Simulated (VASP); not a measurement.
# ScGe4 in VASP: further runs

Runs on ScGe4. Level: PBE. Tasks: single point, relaxation of cell and atoms.

Program: VASP 6.6.1. These are calculated values, not measurements. Logs are shortened: lines on timing, memory, paths and dates and some standing lists are left out, and cuts for length are marked.

**1. The cell of the first run**

The structure is cubic, space group Pm-3m (No. 221). The conventional cell has a = 5.098 Å, b = 5.098 Å, c = 5.098 Å, α = 90.00°, β = 90.00°, γ = 90.00°. Sc (site symmetry m-3m) has 6 Ge at 2.55 Å within 3.4 Å. Ge (site symmetry 4/mmm) has 2 Sc at 2.55 Å within 3.4 Å. Within 4.7 Å of Ge (site symmetry m-3m) lie 12 Ge at 3.60 Å and 8 Sc at 4.42 Å.

**2. Single point, PBE**

Contents of INCAR:

```
ALGO = Normal
EDIFF = 1E-7
ENCUT = 520
GGA = PE
ISIF = 2
ISMEAR = 0
LASPH = True
LCHARG = False
LREAL = False
LWAVE = False
NBANDS = 42
NELM = 100
PREC = Accurate
SIGMA = 0.1
```

Contents of KPOINTS:

```
k-points
0
Gamma
  8 8 8
```

Contents of POSCAR:

```
ScGe4
1.0
    5.0982108843      0.0000000000      0.0000000000
    0.0000000000      5.0982108843      0.0000000000
    0.0000000000      0.0000000000      5.0982108843
Sc Ge
1 4
Direct
    0.5000000000      0.5000000000      0.5000000000
    0.0000000000      0.5000000000      0.5000000000
    0.5000000000      0.0000000000      0.5000000000
    0.0000000000      0.0000000000      0.0000000000
    0.5000000000      0.5000000000      0.0000000000
```

Potentials or basis: VASP PAW PBE potentials, release 64 (Sc_sv, Ge_d).

On the command line:

```bash
> cat potpaw_PBE.64/Sc_sv/POTCAR potpaw_PBE.64/Ge_d/POTCAR > POTCAR
> mpirun -np 1 vasp_std > vasp.out
```

OUTCAR:

```text
EDIFF = 1E-7
   ENCUT = 520
   GGA = PE
   ISIF = 2
   ISMEAR = 0
   LASPH = True
   LREAL = False
   NELM = 100
   PREC = Accurate

 ion  position               nearest neighbor table
   1  0.500  0.500  0.500-   2 2.55   3 2.55   5 2.55   5 2.55   3 2.55   2 2.55
   2  0.000  0.500  0.500-   1 2.55   1 2.55
   3  0.500  0.000  0.500-   1 2.55   1 2.55
   4  0.000  0.000  0.000-
   5  0.500  0.500  0.000-   1 2.55   1 2.55

  LATTYP: Found a simple cubic cell.
 ALAT       =     5.0982108843

  Lattice vectors:

 A1 = (   5.0982108843,   0.0000000000,   0.0000000000)
 A2 = (   0.0000000000,   5.0982108843,   0.0000000000)
 A3 = (   0.0000000000,   0.0000000000,   5.0982108843)

Analysis of symmetry for initial positions (statically):
=====================================================================
 Subroutine PRICEL returns:
 Original cell was already a primitive cell.

 Routine SETGRP: Setting up the symmetry group for a
 simple cubic supercell.

 Subroutine GETGRP returns: Found 48 space group operations
 (whereof 48 operations were pure point group operations)
 out of a pool of 48 trial point group operations.

The static configuration has the point symmetry O_h .

Analysis of symmetry for dynamics (positions and initial velocities):
=====================================================================
 Subroutine PRICEL returns:
 Original cell was already a primitive cell.

 Routine SETGRP: Setting up the symmetry group for a
 simple cubic supercell.

 Subroutine GETGRP returns: Found 48 space group operations
 (whereof 48 operations were pure point group operations)
 out of a pool of 48 trial point group operations.

The dynamic configuration has the point symmetry O_h .

 Subroutine INISYM returns: Found 48 space group operations
 (whereof 48 operations are pure point group operations),
 and found     1 'primitive' translations

----------------------------------------------------------------------------------------

                                     Primitive cell

  volume of cell :     132.5114

  direct lattice vectors                    reciprocal lattice vectors
     5.098210884  0.000000000  0.000000000     0.196147241  0.000000000  0.000000000
     0.000000000  5.098210884  0.000000000     0.000000000  0.196147241  0.000000000
[... 85 lines left out ...]
   ISPIN  =      1    spin polarized calculation?
   LNONCOLLINEAR =      F non collinear calculations
   LSORBIT =      F    spin-orbit coupling
   LASPH  =      T    aspherical Exc in radial PAW
   ENCUT  =  520.0 eV  38.22 Ry    6.18 a.u.   9.48  9.48  9.48*2*pi/ulx,y,z
   NELM   =    100;   NELMIN=  2; NELMDL= -5     # of ELM steps
   EDIFF  = 0.1E-06   stopping-criterion for ELM
   LREAL  =      F    real-space projection
   EDIFFG = 0.1E-05   stopping-criterion for IOM
   NSW    =      0    number of steps for IOM
   IBRION =     -1    ionic relax: 0-MD 1-quasi-New 2-CG
   NFREE  =      0    steps in history (QN), initial steepest desc. (CG)
   ISIF   =      2    stress and relaxation
   ISYM   =      2    0-nonsym 1-usesym 2-fastsym
   POTIM  = 0.5000    time-step for ionic-motion
   TEBEG  =    0.0;   TEEND  =   0.0 temperature during run
   PSTRESS=    0.0 pullay stress
   NELECT =      67.0000    total number of electrons
   NUPDOWN=      -1.0000    fix difference up-down
   EMIN   =  10.00;   EMAX   =-10.00  energy-range for DOS
   EFERMI =   0.00;   METHOD = LEGACY
   ISMEAR =     0;   SIGMA  =   0.10  broadening in eV -4-tet -1-fermi 0-gaus
   EFERMI_NEDOS =   21; number of points for ismear=-14 and -15
   IALGO  =     38    algorithm
   IMIX   =      4    mixing-type and parameters
     AMIX     =   0.40;   BMIX     =  1.00
     AMIX_MAG =   1.60;   BMIX_MAG =  1.00
  volume/ion in A,a.u.               =      26.50       178.85
  Fermi-wavevector in a.u.,A,eV,Ry     =   1.304213  2.464606 23.143135  1.700972
  Thomas-Fermi vector in A             =   2.435164
   LORBIT       =      0    0 simple, 1 ext, 2 COOP (PROOUT), +10 PAW based schemes
   GGA     = PE    functional components
   LHFCALC =     F    Hartree Fock is set to
   AEXX    =    0.0000 exact exchange contribution
   IVDW    =     0    specifies the selected vdW correction
   LEPSILON=     F    determine dielectric tensor
   LRPA    =     F    only Hartree local field effects (RPA)
 non-spin polarized calculation
 Gauss-broadening in eV      SIGMA  =   0.10
  energy-cutoff  :      520.00
  volume of cell :      132.51
 maximum number of plane-waves:      3608
 NGX is ok and might be reduce to    40
   NGX = 19   NGY = 19   NGZ = 19

 number of electron      66.9999970 magnetization

 Free energy of the ion-electron system (eV)
  ---------------------------------------------------
  ext. energy  EPLUGINS =         0.00000000
  ---------------------------------------------------
  free energy    TOTEN  =       -21.14869674 eV

  energy without entropy =      -21.12731666  energy(sigma->0) =      -21.13800670

 E-fermi :   3.2514     XC(G=0):  -9.4811

 val. band max:        3.2010625431   @ k =   0.5000   0.3750   0.1250
 cond. band min:       3.2535221483   @ k =   0.5000   0.2500   0.1250
 fundamental gap:      0.0524596052
 Fermi energy:         3.2514223045

 k-point     1 :       0.0000    0.0000    0.0000
  band No.  band energies     occupation
      1     -44.8934      2.00000
      2     -23.6743      2.00000
      3     -23.6743      2.00000
      4     -23.6743      2.00000
      5     -22.1787      2.00000
      6     -22.1787      2.00000
[... 1069 lines left out ...]
     41       7.4157      0.00000
     42       7.5353      0.00000

 [... further k-points ...]
[... 5 lines left out ...]
  --------------------------------------------------------------------------------------
  -------------------------------------------------------------------------------------
  Total        0.0507017      0.0507017      0.0507017      0.0000000      0.0000000     -0.0000000
  in kB        0.6130271      0.6130271      0.6130271      0.0000000      0.0000000     -0.0000000
  external PRESSURE =       0.6130271 kB  Pullay stress =       0.0000000 kB

 VOLUME and BASIS-vectors are now :
 -----------------------------------------------------------------------------
  energy-cutoff  :      520.00
  volume of cell :      132.51
      direct lattice vectors                 reciprocal lattice vectors
     5.098210884  0.000000000  0.000000000     0.196147241  0.000000000  0.000000000
     0.000000000  5.098210884  0.000000000     0.000000000  0.196147241  0.000000000
     0.000000000  0.000000000  5.098210884     0.000000000  0.000000000  0.196147241

 POSITION                                       TOTAL-FORCE (eV/Angst)
 -----------------------------------------------------------------------------------
      2.54911      2.54911      2.54911         0.000000      0.000000      0.000000
      0.00000      2.54911      2.54911         0.000000      0.000000      0.000000
      2.54911      0.00000      2.54911         0.000000      0.000000      0.000000
      0.00000      0.00000      0.00000         0.000000      0.000000      0.000000
      2.54911      2.54911      0.00000         0.000000      0.000000      0.000000
 -----------------------------------------------------------------------------------
    total drift:                               -0.000000     -0.000000     -0.000000

  FREE ENERGIE OF THE ION-ELECTRON SYSTEM (eV)
  ---------------------------------------------------
  free  energy   TOTEN  =       -21.1486967387 eV

  energy  without entropy=      -21.1273166624  energy(sigma->0) =      -21.13800670
```

stdout:

```text
POSCAR found type information on POSCAR ScGe
 POSCAR found :  2 types and       5 ions
 scaLAPACK will be used
 LDA part: xc-table for (Slater+PW92), standard interpolation
 POSCAR, INCAR and KPOINTS ok, starting setup
 FFT: planning ... GRIDC
 FFT: planning ... GRID_SOFT
 FFT: planning ... GRID
 WAVECAR not read
 entering main loop
```

Wall time 92 s (1 thread of AMD EPYC 9R45 (Zen 5), shared host); peak memory 0.3 GiB.

Results:

```yaml
Free_energy: -21.1487 eV
Pressure: 0.1 GPa
```

**3. Relaxation of cell and atoms, PBE**

This run uses another cell than the first one, of 26.38 Å³/atom, 0.995 times its volume.

Contents of INCAR:

```
PREC     = Accurate       # precision mode
ENCUT    = 600            # plane-wave cutoff, eV
EDIFF    = 1E-7           # SCF threshold, eV
ISMEAR   = 0              # smearing method
SIGMA    = 0.1            # smearing width, eV
LREAL    = F              # projectors in reciprocal space
LASPH    = T              # aspherical terms in the spheres
NELM     = 100            # most SCF steps
ALGO     = Normal         # electronic algorithm
ISIF     = 3              # what is computed and relaxed
LWAVE    = F              # write WAVECAR
LCHARG   = F              # write CHGCAR
GGA      = PE             # functional
IBRION   = 2              # ionic algorithm
NSW      = 100            # ionic steps
EDIFFG   = -0.01          # ionic threshold
```

Contents of KPOINTS:

```
Automatic mesh
0
Gamma
  8 8 8
```

POSCAR, as its differences from that of step 2:

```diff
@@ -2,5 +2,5 @@
 1.0
-    5.0982108843      0.0000000000      0.0000000000
-    0.0000000000      5.0982108843      0.0000000000
-    0.0000000000      0.0000000000      5.0982108843
+    5.0903339016      0.0000000000      0.0000000000
+    0.0000000000      5.0903339016      0.0000000000
+    0.0000000000      0.0000000000      5.0903339016
 Sc Ge
```

Potentials or basis: VASP PAW PBE potentials, release 64 (Sc_sv, Ge_d).

On the command line:

```bash
> cat potpaw_PBE.64/Sc_sv/POTCAR potpaw_PBE.64/Ge_d/POTCAR > POTCAR
> mpirun -np 1 vasp_std > vasp.out
```

OUTCAR:

```text
PREC = Accurate
   ENCUT = 600
   EDIFF = 1E-7
   ISMEAR = 0
   LREAL = F
   LASPH = T
   NELM = 100
   ISIF = 3
   GGA = PE
   IBRION = 2
   NSW = 100
   EDIFFG = -0.01

 ion  position               nearest neighbor table
   1  0.500  0.500  0.500-   2 2.55   3 2.55   5 2.55   5 2.55   3 2.55   2 2.55
   2  0.000  0.500  0.500-   1 2.55   1 2.55
   3  0.500  0.000  0.500-   1 2.55   1 2.55
   4  0.000  0.000  0.000-
   5  0.500  0.500  0.000-   1 2.55   1 2.55

  LATTYP: Found a simple cubic cell.
 ALAT       =     5.0903339016

  Lattice vectors:

 A1 = (   5.0903339016,   0.0000000000,   0.0000000000)
 A2 = (   0.0000000000,   5.0903339016,   0.0000000000)
 A3 = (   0.0000000000,   0.0000000000,   5.0903339016)

Analysis of symmetry for initial positions (statically):
=====================================================================
 Subroutine PRICEL returns:
 Original cell was already a primitive cell.

 Routine SETGRP: Setting up the symmetry group for a
 simple cubic supercell.

[... 218 lines left out ...]
  ---------------------------------------------------
  free energy    TOTEN  =       -21.14944338 eV

  energy without entropy =      -21.12802145  energy(sigma->0) =      -21.13873241

 E-fermi :   3.2363     XC(G=0):  -9.4721

 val. band max:        3.1871635444   @ k =   0.5000   0.3750   0.1250
 cond. band min:       3.2372680812   @ k =   0.5000   0.2500   0.1250
 fundamental gap:      0.0501045368
 Fermi energy:         3.2363237771

 k-point     1 :       0.0000    0.0000    0.0000
  band No.  band energies     occupation
      1     -44.9144      2.00000
      2     -23.6944      2.00000
      3     -23.6944      2.00000
      4     -23.6944      2.00000
      5     -22.1941      2.00000
      6     -22.1941      2.00000
[... 1021 lines left out ...]
     39       6.1780      0.00000
     40       6.6332      0.00000

 [... further k-points ...]
[... 5 lines left out ...]
  --------------------------------------------------------------------------------------
  -------------------------------------------------------------------------------------
  Total        0.0120529      0.0120529      0.0120529     -0.0000000      0.0000000      0.0000000
  in kB        0.1454277      0.1454277      0.1454277     -0.0000000      0.0000000      0.0000000
  external PRESSURE =       0.1454277 kB  Pullay stress =       0.0000000 kB

 VOLUME and BASIS-vectors are now :
 -----------------------------------------------------------------------------
  energy-cutoff  :      600.00
  volume of cell :      132.79
      direct lattice vectors                 reciprocal lattice vectors
     5.101738671 -0.000000000  0.000000000     0.196011608  0.000000000 -0.000000000
    -0.000000000  5.101738671 -0.000000000     0.000000000  0.196011608 -0.000000000
     0.000000000  0.000000000  5.101738671    -0.000000000  0.000000000  0.196011608

 POSITION                                       TOTAL-FORCE (eV/Angst)
 -----------------------------------------------------------------------------------
      2.55087      2.55087      2.55087         0.000000     -0.000000      0.000000
     -0.00000      2.55087      2.55087         0.000000      0.000000      0.000000
      2.55087     -0.00000      2.55087        -0.000000      0.000000      0.000000
      0.00000      0.00000      0.00000        -0.000000     -0.000000      0.000000
      2.55087      2.55087     -0.00000        -0.000000     -0.000000      0.000000
 -----------------------------------------------------------------------------------
    total drift:                                0.000000     -0.000000     -0.000000

  FREE ENERGIE OF THE ION-ELECTRON SYSTEM (eV)
  ---------------------------------------------------
  free  energy   TOTEN  =       -21.1494433799 eV

  energy  without entropy=      -21.1280214490  energy(sigma->0) =      -21.13873241

 reached required accuracy - stopping structural energy minimisation
```

OSZICAR:

```text
N       E                     dE             d eps       ncg     rms          rms(c)
[... 19 lines left out ...]
DAV:   3    -0.211514135186E+02    0.58430E-02   -0.10108E-02  3560   0.109E+00    0.248E-01
DAV:   4    -0.211496953002E+02    0.17182E-02   -0.31152E-03  3560   0.429E-01    0.942E-02
DAV:   5    -0.211494504767E+02    0.24482E-03   -0.46805E-04  3176   0.257E-01    0.351E-02
DAV:   6    -0.211494456775E+02    0.47992E-05   -0.38444E-05  3904   0.630E-02    0.117E-02
DAV:   7    -0.211494434821E+02    0.21955E-05   -0.62534E-06  3880   0.216E-02    0.241E-03
DAV:   8    -0.211494433387E+02    0.14335E-06   -0.74827E-07  2904   0.892E-03    0.142E-03
DAV:   9    -0.211494434399E+02   -0.10120E-06   -0.10570E-07  2080   0.426E-03    0.301E-04
DAV:  10    -0.211494433799E+02    0.60030E-07   -0.57048E-08  1576   0.245E-03
   2 F= -.21149443E+02 E0= -.21138732E+02  d E =-.847198E-03
```

Run time: 3 min. Hardware: 1 thread of AMD EPYC 9R45 (Zen 5), shared host; peak memory 0.35 GiB.

What came out:

```
Free energy                            : -21.1494 eV
Relaxed volume                         : 26.56 Å³/atom
Relaxed cell                           : a = 5.102 Å, b = 5.102 Å, c = 5.102 Å, α = 90.00°, β = 90.00°, γ = 90.00°
Space group after relaxing (to 0.05 Å) : Pm-3m (No. 221)
Energy gained by relaxing              : 0.2 meV/atom
Ionic steps                            : 2
Pressure after relaxing                : 0.0 GPa
```

The path:
| step | energy change (eV) | largest force (eV/Å) | pressure (GPa) | volume (Å³) |
| --- | --- | --- | --- | --- |
| 1 | 0.0000 | 0.0000 | 0.28 | 131.90 |
| 2 | -0.0008 | 0.0000 | 0.01 | 132.79 |

Final structure:
```
Sc Ge
1.0
     5.10174    0.00000    0.00000
     0.00000    5.10174    0.00000
     0.00000    0.00000    5.10174
Sc Ge
1 4
Cartesian
  2.5509 2.5509 2.5509
  0.0000 2.5509 2.5509
  2.5509 0.0000 2.5509
  0.0000 0.0000 0.0000
  2.5509 2.5509 0.0000
```

Levels at points of the mesh, in eV from the Fermi level:
```
           k point  band 32  band 33  band 34  band 35  band 36  band 37
(0.00, 0.00, 0.00)     1.30     1.30     1.30     1.56     1.56     1.56
(0.50, 0.00, 0.00)    -1.14    -1.14     0.34     0.42     0.95     1.75
(0.50, 0.50, 0.00)    -1.09    -0.64    -0.61    -0.61     0.02     0.12
(0.50, 0.50, 0.50)    -3.36    -0.61    -0.61     2.14     2.14     2.14
```

**4. Single point, PBE**

This run uses another cell than the first one, of 18.66 Å³/atom, 0.704 times its volume.

Contents of INCAR:

```
ALGO = Normal
EDIFF = 1E-6
ENCUT = 520
GGA = PE
ISIF = 2
ISMEAR = 0
LASPH = True
LCHARG = False
LREAL = False
LWAVE = False
NBANDS = 42
NELM = 100
PREC = Accurate
SIGMA = 0.1
```

Contents of KPOINTS:

```
k-points
0
Gamma
  4 4 4
```

Contents of POSCAR:

```
ScGe4
1.0
    4.4845373300      0.0000000000      0.0000000000
    0.0000000000      4.4845373300      0.0000000000
    0.0000000000      0.0000000000      4.6381268500
Sc Ge
1 4
Direct
    0.5000000000      0.5000000000      0.0000000000
    0.0000000000      0.5000000000      0.0000000000
    0.5000000000      0.0000000000      0.0000000000
    0.0000000000      0.0000000000      0.5000000000
    0.5000000000      0.5000000000      0.5000000000
```

On the command line:

```bash
> cat potpaw_PBE.64/Sc_sv/POTCAR potpaw_PBE.64/Ge_d/POTCAR > POTCAR
> mpirun -np 1 vasp_std > vasp.out
```

Wall time 36 s (1 thread of AMD EPYC 9R45 (Zen 5), shared host); peak memory 0.2 GiB.

The run converged. Its results:

```
Free energy : -18.4356 eV
Pressure    : 28.3 GPa
```

Stress tensor (GPa, compression positive):
```
31.02  0.00  0.00
 0.00 31.02  0.00
 0.00  0.00 22.81
```

Levels at points of the mesh, in eV from the Fermi level:
| k point | band 31 | band 32 | band 33 | band 34 | band 35 | band 36 | band 37 | band 38 |
| --- | --- | --- | --- | --- | --- | --- | --- | --- |
| (0.00, 0.00, 0.00) | -3.13 | 1.75 | 1.75 | 1.76 | 1.94 | 1.94 | 1.98 | 2.48 |
| (0.50, 0.00, 0.00) | -1.38 | -1.38 | -1.01 | -0.14 | 0.90 | 1.95 | 2.17 | 2.33 |
| (0.50, 0.50, 0.00) | -1.40 | -1.40 | -1.27 | -1.27 | -0.75 | -0.18 | 0.77 | 5.10 |
| (0.00, 0.00, 0.50) | -1.37 | -1.14 | -1.14 | 0.03 | 1.00 | 1.91 | 2.10 | 2.51 |
| (0.50, 0.00, 0.50) | -1.31 | -1.11 | -0.92 | -0.90 | -0.72 | -0.01 | 1.14 | 4.69 |
| (0.50, 0.50, 0.50) | -4.99 | -3.64 | -0.71 | -0.64 | 2.78 | 2.85 | 2.85 | 5.41 |

**5. Overview**

| task | cell | k mesh | cutoff (eV) | gap on the mesh (eV) | pressure (GPa) |
| --- | --- | --- | --- | --- | --- |
| single point | a = 5.098 Å, 5 atoms | 8 × 8 × 8 | 520 | none | 0.1 |
| relaxation of cell and atoms | relaxed from a = 5.090 Å, 5 atoms | 8 × 8 × 8 | 600 | none | 0.0 |
| single point | a = 4.485, b = 4.485, c = 4.638 Å, 5 atoms | 4 × 4 × 4 | 520 | none | 28.3 |

Alike in all rows: level PBE; potentials or basis VASP PAW PBE potentials, release 64 (Sc_sv, Ge_d); no spin polarisation; smearing gaussian 0.1 eV.

Absolute energies hang on the potentials; compare differences alone.
